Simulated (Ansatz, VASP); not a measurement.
**One calculation of Au, two programs**

```
CELL_PARAMETERS angstrom
-1.65727 1.65727 1.66556
1.65727 -1.65727 1.66556
1.65727 1.65727 -1.66556
ATOMIC_POSITIONS crystal
Au 0.00000 0.00000 0.00000
```

Change from the starting cell: strain +0.0050 x Voigt [0, 0, 1, 0, 0, 0], atoms carried along.

Alike in both runs: task single point; functional PBEsol; k mesh 20 × 20 × 20; occupations gaussian, width 0.15 eV; no spin polarisation.

|  | VASP | Ansatz |
| --- | --- | --- |
| version | VASP 6.6.1 | Ansatz 0.2.0 |
| potentials or method | VASP PAW PBE potentials, release 64 (Au), cutoff 520 eV | scalar-relativistic, plane waves, PAW |
| valence electrons in the cell | 11 | 19 |

Ansatz gave:

| Quantity | Value |
| --- | --- |
| gap on the k mesh at the Fermi level (eV) | none |
| pressure (GPa) | -10.0 |

Estimate VASP's values.

gap on the k mesh at the Fermi level (eV): none; pressure (GPa): -10.2.

VASP's potentials were made for PBE, not for PBEsol. A gap of «none» marks a metal or a gap that the smearing closes. VASP's potentials hold 11 valence electrons a cell and Ansatz's 19, so a difference there can come from the potentials and not from the codes.

Spin-orbit coupling is off throughout.
